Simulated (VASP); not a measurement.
# LiH (Fm-3m) in VASP: notebook

The runs below take LiH through single point, with PBE, HF.

All numbers are computed with VASP 6.6.1; they aren't measurements. Logs are shortened: lines on timing, memory, paths and dates and some standing lists are left out, and cuts for length are marked.

### Step 1. The cell of the first run

It takes space group Fm-3m (No. 225, cubic). Conventional cell: a = 3.972 Å, b = 3.972 Å, c = 3.972 Å, α = 90.00°, β = 90.00°, γ = 90.00°. Li (site symmetry m-3m) has 6 H at 1.99 Å within 2.6 Å. Within 2.6 Å of H (site symmetry m-3m) lie 6 Li at 1.99 Å.

### Step 2. Single point, PBE

File INCAR:

```
SYSTEM = LiH
PREC     = Accurate       ! precision mode
ENCUT    = 750            ! plane-wave cutoff, eV
EDIFF    = 1E-6           ! SCF threshold, eV
ISMEAR   = 0              ! smearing method
SIGMA    = 0.01           ! smearing width, eV
LREAL    = .False.        ! projectors in reciprocal space
LASPH    = .True.         ! aspherical terms in the spheres
NELM     = 120            ! most SCF steps
ALGO     = Normal         ! electronic algorithm
ISIF     = 2              ! what is computed and relaxed
LWAVE    = .False.        ! write WAVECAR
LCHARG   = .False.        ! write CHGCAR
GGA      = PE             ! functional
NBANDS   = 18             ! bands
GGA_COMPAT= .False.
```

File KPOINTS:

```
regular mesh
0
Gamma
  1 1 1
  0 0 0
```

File POSCAR:

```
LiH
1.0
    3.9720527663      0.0000000000      0.0000000000
    0.0000000000      3.9720527663      0.0000000000
    0.0000000000      0.0000000000      3.9720527663
Li H
4 4
Direct
    0.0000000000      0.0000000000      0.0000000000
    0.5000000000      0.5000000000      0.0000000000
    0.5000000000      0.0000000000      0.5000000000
    0.0000000000      0.5000000000      0.5000000000
    0.5000000000      0.5000000000      0.5000000000
    1.0000000000      1.0000000000      0.5000000000
    1.0000000000      0.5000000000      1.0000000000
    0.5000000000      1.0000000000      1.0000000000
```

Potentials or basis: VASP PAW PBE potentials, release 64 (Li_sv, H).

Run with:

```sh
$ cat potpaw_PBE.64/Li_sv/POTCAR potpaw_PBE.64/H/POTCAR > POTCAR
$ mpirun -np 1 vasp_gam > vasp.out
```

OUTCAR:

```text
SYSTEM = LiH
   PREC = Accurate
   ENCUT = 750
   EDIFF = 1E-6
   ISMEAR = 0
   LREAL = .False.
   LASPH = .True.
   NELM = 120
   ISIF = 2
   GGA = PE

 ion  position               nearest neighbor table
   1  0.000  0.000  0.000-
   2  0.500  0.500  0.000-
   3  0.500  0.000  0.500-
   4  0.000  0.500  0.500-
   5  0.500  0.500  0.500-
   6  0.000  0.000  0.500-
   7  0.000  0.500  0.000-
   8  0.500  0.000  0.000-

  LATTYP: Found a simple cubic cell.
 ALAT       =     3.9720527663

  Lattice vectors:

 A1 = (   3.9720527663,   0.0000000000,   0.0000000000)
 A2 = (   0.0000000000,   3.9720527663,   0.0000000000)
 A3 = (   0.0000000000,   0.0000000000,   3.9720527663)

Analysis of symmetry for initial positions (statically):
=====================================================================
 Subroutine PRICEL returns following result:

  LATTYP: Found a face centered cubic cell.
 ALAT       =     3.9720527663

  Lattice vectors:

 A1 = (   1.9860263831,  -1.9860263831,   0.0000000000)
 A2 = (   1.9860263831,   0.0000000000,   1.9860263831)
 A3 = (   0.0000000000,  -1.9860263831,   1.9860263831)

   4 primitive cells build up your supercell.

 Routine SETGRP: Setting up the symmetry group for a
 simple cubic supercell.

 Subroutine GETGRP returns: Found 48 space group operations
 (whereof 48 operations were pure point group operations)
 out of a pool of 48 trial point group operations.

The static configuration has the point symmetry O_h .

Analysis of symmetry for dynamics (positions and initial velocities):
=====================================================================
 Subroutine PRICEL returns following result:

  LATTYP: Found a face centered cubic cell.
 ALAT       =     3.9720527663

  Lattice vectors:

 A1 = (   1.9860263831,  -1.9860263831,   0.0000000000)
 A2 = (   1.9860263831,   0.0000000000,   1.9860263831)
 A3 = (   0.0000000000,  -1.9860263831,   1.9860263831)

   4 primitive cells build up your supercell.

 Routine SETGRP: Setting up the symmetry group for a
 simple cubic supercell.

 Subroutine GETGRP returns: Found 48 space group operations
 (whereof 48 operations were pure point group operations)
 out of a pool of 48 trial point group operations.

The dynamic configuration has the point symmetry O_h .

 Subroutine INISYM returns: Found 48 space group operations
 (whereof 48 operations are pure point group operations),
 and found     4 'primitive' translations

----------------------------------------------------------------------------------------

                                     Primitive cell

  volume of cell :      15.6670

  direct lattice vectors                    reciprocal lattice vectors
     1.986026383 -1.986026383  0.000000000     0.251758992 -0.251758992 -0.251758992
     1.986026383  0.000000000  1.986026383     0.251758992  0.251758992  0.251758992
     0.000000000 -1.986026383  1.986026383    -0.251758992 -0.251758992  0.251758992

  length of vectors
     2.808665446  2.808665446  2.808665446     0.436059365  0.436059365  0.436059365

  position of ions in fractional coordinates (direct lattice)
     0.000000000  0.000000000  0.000000000
     0.500000000  0.500000000  0.500000000

  ion indices of the primitive-cell ions
   primitive index   ion index
                 1           1
                 2           7

----------------------------------------------------------------------------------------

 KPOINTS: regular mesh

Automatic generation of k-mesh.
 Grid dimensions read from file:
 generate k-points for:    1    1    1

 Generating k-lattice:

  Cartesian coordinates                     Fractional coordinates (reciprocal lattice)
     0.251758992  0.000000000  0.000000000     1.000000000  0.000000000  0.000000000
     0.000000000  0.251758992  0.000000000     0.000000000  1.000000000  0.000000000
     0.000000000  0.000000000  0.251758992     0.000000000  0.000000000  1.000000000

  Length of vectors
     0.251758992  0.251758992  0.251758992

  Shift w.r.t. Gamma in fractional coordinates (k-lattice)
     0.000000000  0.000000000  0.000000000

 Subroutine IBZKPT returns following result:
 ===========================================

 Found      1 irreducible k-points:

 Following reciprocal coordinates:
            Coordinates               Weight
  0.000000  0.000000  0.000000      1.000000
   k-points           NKPTS =      1   k-points in BZ     NKDIM =      1   number of bands    NBANDS=     18
   number of dos      NEDOS =    301   number of ions     NIONS =      8
   total plane-waves  NPLWV =  46656
   dimension x,y,z NGX =    36 NGY =   36 NGZ =   36
   dimension x,y,z NGXF=    72 NGYF=   72 NGZF=   72
   ions per type =               4   4
   NGX,Y,Z   is equivalent  to a cutoff of  15.07, 15.07, 15.07 a.u.
   NGXF,Y,Z  is equivalent  to a cutoff of  30.13, 30.13, 30.13 a.u.
 SYSTEM =  LiH
   PREC   = accura    normal or accurate (medium, high low for compatibility)
   ISTART =      0    job   : 0-new  1-cont  2-samecut
   ICHARG =      2    charge: 1-file 2-atom 10-const
   ISPIN  =      1    spin polarized calculation?
   LNONCOLLINEAR =      F non collinear calculations
   LSORBIT =      F    spin-orbit coupling
   LASPH  =      T    aspherical Exc in radial PAW
   ENCUT  =  750.0 eV  55.12 Ry    7.42 a.u.   8.87  8.87  8.87*2*pi/ulx,y,z
   NELM   =    120;   NELMIN=  2; NELMDL= -5     # of ELM steps
   EDIFF  = 0.1E-05   stopping-criterion for ELM
   LREAL  =      F    real-space projection
   EDIFFG = 0.1E-04   stopping-criterion for IOM
   NSW    =      0    number of steps for IOM
   IBRION =     -1    ionic relax: 0-MD 1-quasi-New 2-CG
   NFREE  =      0    steps in history (QN), initial steepest desc. (CG)
   ISIF   =      2    stress and relaxation
   ISYM   =      2    0-nonsym 1-usesym 2-fastsym
   POTIM  = 0.5000    time-step for ionic-motion
   TEBEG  =    0.0;   TEEND  =   0.0 temperature during run
   PSTRESS=    0.0 pullay stress
   NELECT =      16.0000    total number of electrons
   NUPDOWN=      -1.0000    fix difference up-down
   EMIN   =  10.00;   EMAX   =-10.00  energy-range for DOS
   EFERMI =   0.00;   METHOD = LEGACY
   ISMEAR =     0;   SIGMA  =   0.01  broadening in eV -4-tet -1-fermi 0-gaus
   EFERMI_NEDOS =   21; number of points for ismear=-14 and -15
   IALGO  =     38    algorithm
   IMIX   =      4    mixing-type and parameters
     AMIX     =   0.40;   BMIX     =  1.00
     AMIX_MAG =   1.60;   BMIX_MAG =  1.00
  volume/ion in A,a.u.               =       7.83        52.86
  Fermi-wavevector in a.u.,A,eV,Ry     =   1.038564  1.962601 14.675443  1.078615
  Thomas-Fermi vector in A             =   2.173054
   LORBIT       =      0    0 simple, 1 ext, 2 COOP (PROOUT), +10 PAW based schemes
   GGA     = PE    functional components
   LHFCALC =     F    Hartree Fock is set to
   AEXX    =    0.0000 exact exchange contribution
   IVDW    =     0    specifies the selected vdW correction
   LEPSILON=     F    determine dielectric tensor
   LRPA    =     F    only Hartree local field effects (RPA)
 non-spin polarized calculation
 Gauss-broadening in eV      SIGMA  =   0.01
  energy-cutoff  :      750.00
  volume of cell :       62.67
 maximum number of plane-waves:      1473
 NGX is ok and might be reduce to    36
   NGX = 17   NGY = 17   NGZ = 17

 number of electron      15.9999989 magnetization

 Free energy of the ion-electron system (eV)
  ---------------------------------------------------
  ext. energy  EPLUGINS =         0.00000000
  ---------------------------------------------------
  free energy    TOTEN  =       -15.97088032 eV

  energy without entropy =      -15.97088032  energy(sigma->0) =      -15.97088032

 E-fermi :   1.2325     XC(G=0):  -8.1961

 val. band max:        1.0694936051   @ k =   0.0000   0.0000   0.0000
 cond. band min:       3.5869156463   @ k =   0.0000   0.0000   0.0000
 fundamental gap:      2.5174220412
 Fermi energy:         1.2324995356

 k-point     1 :       0.0000    0.0000    0.0000
  band No.  band energies     occupation
      1     -44.4379      2.00000
      2     -44.3744      2.00000
      3     -44.3744      2.00000
      4     -44.3744      2.00000
      5      -4.7006      2.00000
      6       1.0695      2.00000
      7       1.0695      2.00000
      8       1.0695      2.00000
      9       3.5869      0.00000
     10       3.5869      0.00000
     11       3.5869      0.00000
     12      11.4069      0.00000
     13      11.4069      0.00000
     14      11.4069      0.00000
     15      11.4069      0.00000
     16      11.4069      0.00000
     17      11.4069      0.00000
     18      14.9836      0.00000

------------------------ aborting loop because EDIFF is reached ----------------------------------------

  FORCE on cell =-STRESS in cart. coord.  units (eV):
  Direction    XX          YY          ZZ          XY          YZ          ZX
  --------------------------------------------------------------------------------------
  -------------------------------------------------------------------------------------
  Total       11.5169017     11.5169017     11.5169017      0.0000000      0.0000000      0.0000000
  in kB      294.4429858    294.4429858    294.4429858      0.0000000      0.0000000      0.0000000
  external PRESSURE =     294.4429858 kB  Pullay stress =       0.0000000 kB

 VOLUME and BASIS-vectors are now :
 -----------------------------------------------------------------------------
  energy-cutoff  :      750.00
  volume of cell :       62.67
      direct lattice vectors                 reciprocal lattice vectors
     3.972052766  0.000000000  0.000000000     0.251758992  0.000000000  0.000000000
     0.000000000  3.972052766  0.000000000     0.000000000  0.251758992  0.000000000
     0.000000000  0.000000000  3.972052766     0.000000000  0.000000000  0.251758992

 POSITION                                       TOTAL-FORCE (eV/Angst)
 -----------------------------------------------------------------------------------
      0.00000      0.00000      0.00000        -0.000000      0.000000     -0.000000
      1.98603      1.98603      0.00000         0.000000     -0.000000      0.000000
      1.98603      0.00000      1.98603        -0.000000     -0.000000      0.000000
      0.00000      1.98603      1.98603         0.000000      0.000000     -0.000000
      1.98603      1.98603      1.98603        -0.000000     -0.000000     -0.000000
      0.00000      0.00000      1.98603        -0.000000     -0.000000     -0.000000
      0.00000      1.98603      0.00000        -0.000000     -0.000000     -0.000000
      1.98603      0.00000      0.00000        -0.000000     -0.000000     -0.000000
 -----------------------------------------------------------------------------------
    total drift:                                0.000000      0.000000      0.000000

  FREE ENERGIE OF THE ION-ELECTRON SYSTEM (eV)
  ---------------------------------------------------
  free  energy   TOTEN  =       -15.9708803206 eV

  energy  without entropy=      -15.9708803206  energy(sigma->0) =      -15.97088032
```

It took 4.3 s on 1 thread of Intel Xeon 6975P-C (Granite Rapids), shared host; peak memory 0.18 GiB.

Results:

```
Free energy            : -15.9709 eV
Pressure               : 29.4 GPa
Band gap on the k mesh : 2.52 eV
```

Levels at points of the mesh, in eV from the valence-band top:
```
           k point  band 5  band 6  band 7  band 8  band 9  band 10  band 11  band 12
(0.00, 0.00, 0.00)   -5.77    0.00    0.00    0.00    2.52     2.52     2.52    10.34
```

Caveat: the k points lie up to 1.58 Å⁻¹ apart.

(Part 1 of 2 ends here.)
